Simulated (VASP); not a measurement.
# MgB2 (P6/mmm) in VASP: notebook

Runs on MgB2. Level: PBEsol. Tasks: single point.

Program: VASP 6.6.1. These are calculated values, not measurements. Logs are shortened: lines on timing, memory, paths and dates and some standing lists are left out, and cuts for length are marked.

### Step 1. The cell of the first run

It takes space group P6/mmm (No. 191, hexagonal). Conventional cell: a = 2.989 Å, b = 2.989 Å, c = 3.344 Å, α = 90.00°, β = 90.00°, γ = 120.00°. Within 3.2 Å of Mg (site symmetry 6/mmm) lie 12 B at 2.40 Å and 6 Mg at 2.99 Å. Within 2.3 Å of B (site symmetry -6m2) lie 3 B at 1.73 Å.

### Step 2. Single point, PBEsol (volume scaled by 0.91, then relaxed in part)

INCAR reads:

```
SYSTEM = MgB2
ALGO     = Normal         ! electronic algorithm
EDIFF    = 1E-6           ! SCF threshold, eV
ENCUT    = 520            ! plane-wave cutoff, eV
GGA      = PS             ! functional
ISIF     = 2              ! what is computed and relaxed
ISMEAR   = 0              ! smearing method
LASPH    = .TRUE.         ! aspherical terms in the spheres
LCHARG   = .FALSE.        ! write CHGCAR
LREAL    = .FALSE.        ! projectors in reciprocal space
LWAVE    = .FALSE.        ! write WAVECAR
NBANDS   = 11             ! bands
NELM     = 80             ! most SCF steps
PREC     = Accurate       ! precision mode
SIGMA    = 0.1            ! smearing width, eV
```

KPOINTS reads:

```
k-points
0
G
  18 18 12
  0 0 0
```

POSCAR reads:

```
MgB2
1.0
    2.9886955104      0.0000000000      0.0000000000
   -1.4943477552      2.5882862362      0.0000000000
    0.0000000000      0.0000000000      3.3443755716
Mg B
1 2
Direct
    0.0000000000      0.0000000000      0.0000000000
    0.3333333333      0.6666666667      0.5000000000
    0.6666666667      0.3333333333      0.5000000000
```

Potentials or basis: VASP PAW PBE potentials, release 64 (Mg, B).

Command:

```console
cat potpaw_PBE.64/Mg/POTCAR potpaw_PBE.64/B/POTCAR > POTCAR
mpirun -np 1 vasp_std > vasp.out
```

OUTCAR:

```text
SYSTEM = MgB2
   EDIFF = 1E-6
   ENCUT = 520
   GGA = PS
   ISIF = 2
   ISMEAR = 0
   LASPH = .TRUE.
   LREAL = .FALSE.
   NELM = 80
   PREC = Accurate

 ion  position               nearest neighbor table
   1  0.000  0.000  0.000-   2 2.40   3 2.40   2 2.40   3 2.40   3 2.40   3 2.40   2 2.40   2 2.40
                             3 2.40   3 2.40   2 2.40   2 2.40
   2  0.333  0.667  0.500-   3 1.73   3 1.73   3 1.73   1 2.40   1 2.40   1 2.40   1 2.40   1 2.40
                             1 2.40
   3  0.667  0.333  0.500-   2 1.73   2 1.73   2 1.73   1 2.40   1 2.40   1 2.40   1 2.40   1 2.40
                             1 2.40

  LATTYP: Found a hexagonal cell.
 ALAT       =     2.9886955104
 C/A-ratio  =     1.1190084637

  Lattice vectors:

 A1 = (   2.9886955104,   0.0000000000,   0.0000000000)
 A2 = (  -1.4943477552,   2.5882862362,   0.0000000000)
 A3 = (   0.0000000000,   0.0000000000,   3.3443755716)

Analysis of symmetry for initial positions (statically):
=====================================================================
 Subroutine PRICEL returns:
 Original cell was already a primitive cell.

 Routine SETGRP: Setting up the symmetry group for a
 hexagonal supercell.

 Subroutine GETGRP returns: Found 24 space group operations
 (whereof 24 operations were pure point group operations)
 out of a pool of 24 trial point group operations.

The static configuration has the point symmetry D_6h.

Analysis of symmetry for dynamics (positions and initial velocities):
=====================================================================
 Subroutine PRICEL returns:
 Original cell was already a primitive cell.

 Routine SETGRP: Setting up the symmetry group for a
 hexagonal supercell.

 Subroutine GETGRP returns: Found 24 space group operations
 (whereof 24 operations were pure point group operations)
 out of a pool of 24 trial point group operations.

The dynamic configuration has the point symmetry D_6h.

 Subroutine INISYM returns: Found 24 space group operations
 (whereof 24 operations are pure point group operations),
 and found     1 'primitive' translations

----------------------------------------------------------------------------------------

                                     Primitive cell

  volume of cell :      25.8707

  direct lattice vectors                    reciprocal lattice vectors
     2.988695510  0.000000000  0.000000000     0.334594139  0.193178016  0.000000000
    -1.494347755  2.588286236  0.000000000     0.000000000  0.386356032  0.000000000
     0.000000000  0.000000000  3.344375572     0.000000000  0.000000000  0.299009480

  length of vectors
     2.988695510  2.988695510  3.344375572     0.386356032  0.386356032  0.299009480

  position of ions in fractional coordinates (direct lattice)
     0.000000000  0.000000000  0.000000000
     0.333333333  0.666666667  0.500000000
     0.666666667  0.333333333  0.500000000

  ion indices of the primitive-cell ions
   primitive index   ion index
                 1           1
                 2           2
                 3           3

----------------------------------------------------------------------------------------

 KPOINTS: k-points

Automatic generation of k-mesh.
 Grid dimensions read from file:
 generate k-points for:   18   18   12

 Generating k-lattice:

  Cartesian coordinates                     Fractional coordinates (reciprocal lattice)
     0.018588563  0.010732112  0.000000000     0.055555556  0.000000000  0.000000000
     0.000000000  0.021464224  0.000000000     0.000000000  0.055555556  0.000000000
     0.000000000  0.000000000  0.024917457     0.000000000  0.000000000  0.083333333

  Length of vectors
     0.021464224  0.021464224  0.024917457

  Shift w.r.t. Gamma in fractional coordinates (k-lattice)
     0.000000000  0.000000000  0.000000000

 Subroutine IBZKPT returns following result:
 ===========================================

 Found    259 irreducible k-points:

 Following reciprocal coordinates:
            Coordinates               Weight
  0.000000  0.000000  0.000000      1.000000
  0.055556  0.000000  0.000000      6.000000
  0.111111  0.000000  0.000000      6.000000
  0.166667  0.000000  0.000000      6.000000
  0.222222 -0.000000  0.000000      6.000000
  0.277778  0.000000  0.000000      6.000000
[... 16 lines left out ...]
  0.333333  0.111111  0.000000     12.000000
  0.388889  0.111111  0.000000     12.000000
 [... further k-points ...]
   k-points           NKPTS =    259   k-points in BZ     NKDIM =    259   number of bands    NBANDS=     11
   number of dos      NEDOS =    301   number of ions     NIONS =      3
   total plane-waves  NPLWV =  16128
   dimension x,y,z NGX =    24 NGY =   24 NGZ =   28
   dimension x,y,z NGXF=    48 NGYF=   48 NGZF=   56
   ions per type =               1   2
   NGX,Y,Z   is equivalent  to a cutoff of  13.35, 13.35, 13.92 a.u.
   NGXF,Y,Z  is equivalent  to a cutoff of  26.70, 26.70, 27.84 a.u.
 SYSTEM =  MgB2
   PREC   = accura    normal or accurate (medium, high low for compatibility)
   ISTART =      0    job   : 0-new  1-cont  2-samecut
   ICHARG =      2    charge: 1-file 2-atom 10-const
   ISPIN  =      1    spin polarized calculation?
   LNONCOLLINEAR =      F non collinear calculations
   LSORBIT =      F    spin-orbit coupling
   LASPH  =      T    aspherical Exc in radial PAW
   ENCUT  =  520.0 eV  38.22 Ry    6.18 a.u.   5.56  5.56  6.22*2*pi/ulx,y,z
   NELM   =     80;   NELMIN=  2; NELMDL= -5     # of ELM steps
   EDIFF  = 0.1E-05   stopping-criterion for ELM
   LREAL  =      F    real-space projection
   EDIFFG = 0.1E-04   stopping-criterion for IOM
   NSW    =      0    number of steps for IOM
   IBRION =     -1    ionic relax: 0-MD 1-quasi-New 2-CG
   NFREE  =      0    steps in history (QN), initial steepest desc. (CG)
   ISIF   =      2    stress and relaxation
   ISYM   =      2    0-nonsym 1-usesym 2-fastsym
   POTIM  = 0.5000    time-step for ionic-motion
   TEBEG  =    0.0;   TEEND  =   0.0 temperature during run
   PSTRESS=    0.0 pullay stress
   NELECT =       8.0000    total number of electrons
   NUPDOWN=      -1.0000    fix difference up-down
   EMIN   =  10.00;   EMAX   =-10.00  energy-range for DOS
   EFERMI =   0.00;   METHOD = LEGACY
   ISMEAR =     0;   SIGMA  =   0.10  broadening in eV -4-tet -1-fermi 0-gaus
   EFERMI_NEDOS =   21; number of points for ismear=-14 and -15
   IALGO  =     38    algorithm
   IMIX   =      4    mixing-type and parameters
     AMIX     =   0.40;   BMIX     =  1.00
     AMIX_MAG =   1.60;   BMIX_MAG =  1.00
  volume/ion in A,a.u.               =       8.62        58.19
  Fermi-wavevector in a.u.,A,eV,Ry     =   1.107053  2.092027 16.674848  1.225567
  Thomas-Fermi vector in A             =   2.243562
   LORBIT       =      0    0 simple, 1 ext, 2 COOP (PROOUT), +10 PAW based schemes
   GGA     = PS    functional components
   LHFCALC =     F    Hartree Fock is set to
   AEXX    =    0.0000 exact exchange contribution
   IVDW    =     0    specifies the selected vdW correction
   LEPSILON=     F    determine dielectric tensor
   LRPA    =     F    only Hartree local field effects (RPA)
 non-spin polarized calculation
 Gauss-broadening in eV      SIGMA  =   0.10
  energy-cutoff  :      520.00
  volume of cell :       25.87
 maximum number of plane-waves:       719
 NGX is ok and might be reduce to    24
   NGX = 11   NGY = 11   NGZ = 13

 number of electron       8.0000000 magnetization

 Free energy of the ion-electron system (eV)
  ---------------------------------------------------
  ext. energy  EPLUGINS =         0.00000000
  ---------------------------------------------------
  free energy    TOTEN  =       -16.10199990 eV

  energy without entropy =      -16.09903550  energy(sigma->0) =      -16.10051770

 E-fermi :   5.9960     XC(G=0): -11.4656

 val. band max:        5.9927151415   @ k =   0.3333   0.2778   0.1667
 cond. band min:       6.0463600020   @ k =   0.0556   0.0556   0.1667
 fundamental gap:      0.0536448606
 Fermi energy:         5.9959806812

 k-point     1 :       0.0000    0.0000    0.0000
  band No.  band energies     occupation
      1      -7.0579      2.00000
      2       3.1013      2.00000
      3       6.3844      0.00000
      4       6.3844      0.00000
      5       8.2850      0.00000
      6      12.6167      0.00000
      7      12.6167      0.00000
      8      15.0801      0.00000
      9      16.9038      0.00000
     10      19.6772      0.00000
     11      23.3003      0.00000

 k-point     2 :       0.0556    0.0000    0.0000
  band No.  band energies     occupation
      1      -7.0011      2.00000
      2       3.1558      2.00000
      3       6.0888      0.18936
      4       6.2394      0.00058
      5       8.3230      0.00000
      6      12.6286      0.00000
      7      12.8793      0.00000
      8      15.1783      0.00000
      9      16.6889      0.00000
     10      19.9499      0.00000
     11      23.0916      0.00000

 k-point     3 :       0.1111    0.0000    0.0000
  band No.  band energies     occupation
      1      -6.8310      2.00000
      2       3.3188      2.00000
      3       5.3069      2.00000
      4       5.8699      1.92550
      5       8.4508      0.00000
      6      12.5673      0.00000
      7      13.6000      0.00000
      8      15.4815      0.00000
      9      16.0800      0.00000
     10      20.7078      0.00000
     11      22.6001      0.00000
[... 267 lines left out ...]
 k-point    23 :       0.3333    0.1111    0.0000
  band No.  band energies     occupation
      1      -4.1766      2.00000
      2      -0.3661      2.00000
      3       2.9323      2.00000
      4       5.7374      1.99975
      5      10.5676      0.00000
      6      10.5880      0.00000
      7      12.3425      0.00000
      8      15.1494      0.00000
      9      18.2582      0.00000
     10      19.5741      0.00000
     11      20.6590      0.00000

 k-point    24 :       0.3889    0.1111    0.0000
  band No.  band energies     occupation
      1      -3.3864      2.00000
      2      -1.4104      2.00000
      3       2.7659      2.00000
      4       6.2885      0.00004
      5       9.7580      0.00000
      6      10.9062      0.00000
      7      12.2810      0.00000
      8      14.8432      0.00000
      9      18.0122      0.00000
     10      20.2340      0.00000
     11      21.0886      0.00000

 [... further k-points ...]
[... 5 lines left out ...]
  --------------------------------------------------------------------------------------
  -------------------------------------------------------------------------------------
  Total        2.6976997      2.6976997      2.6531401     -0.0000000      0.0000000      0.0000000
  in kB      167.0687323    167.0687323    164.3091521     -0.0000000      0.0000000      0.0000000
  external PRESSURE =     166.1488722 kB  Pullay stress =       0.0000000 kB

 VOLUME and BASIS-vectors are now :
 -----------------------------------------------------------------------------
  energy-cutoff  :      520.00
  volume of cell :       25.87
      direct lattice vectors                 reciprocal lattice vectors
     2.988695510  0.000000000  0.000000000     0.334594139  0.193178016  0.000000000
    -1.494347755  2.588286236  0.000000000     0.000000000  0.386356032  0.000000000
     0.000000000  0.000000000  3.344375572     0.000000000  0.000000000  0.299009480

 POSITION                                       TOTAL-FORCE (eV/Angst)
 -----------------------------------------------------------------------------------
      0.00000      0.00000      0.00000        -0.000000      0.000000      0.000000
     -0.00000      1.72552      1.67219        -0.000000      0.000000      0.000000
      1.49435      0.86276      1.67219         0.000000      0.000000     -0.000000
 -----------------------------------------------------------------------------------
    total drift:                                0.000000     -0.000000      0.000000

  FREE ENERGIE OF THE ION-ELECTRON SYSTEM (eV)
  ---------------------------------------------------
  free  energy   TOTEN  =       -16.1019998988 eV

  energy  without entropy=      -16.0990355032  energy(sigma->0) =      -16.10051770
```

Run time: 21 s. Hardware: 1 thread of Intel Xeon 6975P-C (Granite Rapids), shared host; peak memory 0.21 GiB.

What came out:

```
Free energy            : -16.1020 eV
Pressure               : 16.6 GPa
Band gap on the k mesh : zero (band 4 reaches 8.06 eV, above the bottom of band 5 at 3.78 eV)
```

Caveat: the PAW data sets were made with another functional, which shifts forces and pressure a little.

### Step 3. Single point, PBEsol (volume scaled by 0.94, then relaxed in part)

INCAR reads:

```
  PREC = Accurate
  ENCUT = 520
  EDIFF = 1E-6
  ISMEAR = 0
  SIGMA = 0.1
  LREAL = False
  LASPH = True
  NELM = 100
  ALGO = Normal
  ISIF = 2
  LWAVE = False
  LCHARG = False
  GGA = PS
  NBANDS = 11
```

KPOINTS reads:

```
regular mesh
0
Gamma
  18 18 12
```

POSCAR reads:

```
MgB2
1.0
    3.0144440698      0.0000000000      0.0000000000
   -1.5072220349      2.6105851427      0.0000000000
    0.0000000000      0.0000000000      3.3958647546
Mg B
1 2
Direct
    0.0000000000      0.0000000000      0.0000000000
    0.3333333333      0.6666666667      0.5000000000
    0.6666666667      0.3333333333      0.5000000000
```

Potentials or basis: VASP PAW PBE potentials, release 64 (Mg, B).

Command:

```console
cat potpaw_PBE.64/Mg/POTCAR potpaw_PBE.64/B/POTCAR > POTCAR
mpirun -np 1 vasp_std > vasp.out
```

Wall time 20 s (1 thread of Intel Xeon 6975P-C (Granite Rapids), shared host); peak memory 0.2 GiB.

The run converged. Its results:

```
Free energy            : -16.1734 eV
Pressure               : 10.3 GPa
Band gap on the k mesh : zero (band 4 reaches 7.74 eV, above the bottom of band 5 at 3.60 eV)
```

Stress tensor (GPa, compression positive):
```
10.38  0.00  0.00
 0.00 10.38  0.00
 0.00  0.00 10.06
```

Levels at points of the mesh, in eV from the Fermi level:
```tsv
k point	band 2	band 3	band 4	band 5	band 6	band 7
(0.00, 0.00, 0.00)	-2.92	0.40	0.40	2.09	6.54	6.54
(0.50, 0.00, 0.00)	-8.17	-2.28	0.32	3.39	3.97	5.94
(0.00, 0.00, 0.50)	-7.77	0.85	0.85	6.85	6.85	8.33
(0.50, 0.00, 0.50)	-7.15	-3.77	-1.97	-1.35	6.19	9.37
```

Caveat: the PAW data sets were made with another functional, which shifts forces and pressure a little.
